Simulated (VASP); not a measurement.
Runs of VASP 6.6.1 on Hg. The structure is that of space group P6/mmm (No. 191), or close to it. The cells are those of the table. 

| potentials or basis | cell | k mesh | cutoff (eV) | gap on the mesh (eV) | pressure (GPa) |
| --- | --- | --- | --- | --- | --- |
| VASP PAW PBE potentials, release 64 (Hg) | a = 5.161, b = 5.161, c = 3.042 Å, angles 90.0, 90.0, 120.0°, 3 atoms | 9 × 9 × 14 | 520 | none | 3.6 |
| VASP PAW PBE potentials, release 64 (Hg) | a = 5.272, b = 5.272, c = 3.107 Å, angles 90.0, 90.0, 120.0°, 3 atoms | 9 × 9 × 14 | 520 | none | 1.2 |
| VASP PAW PBE potentials, release 64 (Hg_sv_GW) | a = 4.540, b = 4.540, c = 3.870 Å, angles 90.0, 90.0, 120.0°, 3 atoms | 6 × 6 × 6 | 500 | none | (a) |
| VASP PAW PBE potentials, release 64 (Hg) | a = 5.431, b = 5.431, c = 3.200 Å, angles 90.0, 90.0, 120.0°, 3 atoms | 9 × 9 × 14 | 520 | none | (b) |
| VASP PAW PBE potentials, release 64 (Hg) | a = 5.480, b = 5.480, c = 3.262 Å, angles 90.0, 90.0, 120.0°, 3 atoms | 9 × 9 × 14 | 520 | none | -1.4 |

Alike in all rows: task single point; level PBE+D3(BJ); no spin polarisation; smearing gaussian 0.1 eV.

**Question.** Fill in the values left out.

**Answer.** (a) 8.5; (b) -1.0.

Caveats: spin-orbit coupling is left out, which moves the levels of the heavy elements; the cell stands under pressure (at least some runs).

A k mesh can miss the band edges, and the runs leave out spin-orbit coupling on Hg.

A gap of «none» marks levels without a gap at the run's occupations.

The runs don't all hold the same shells in valence.
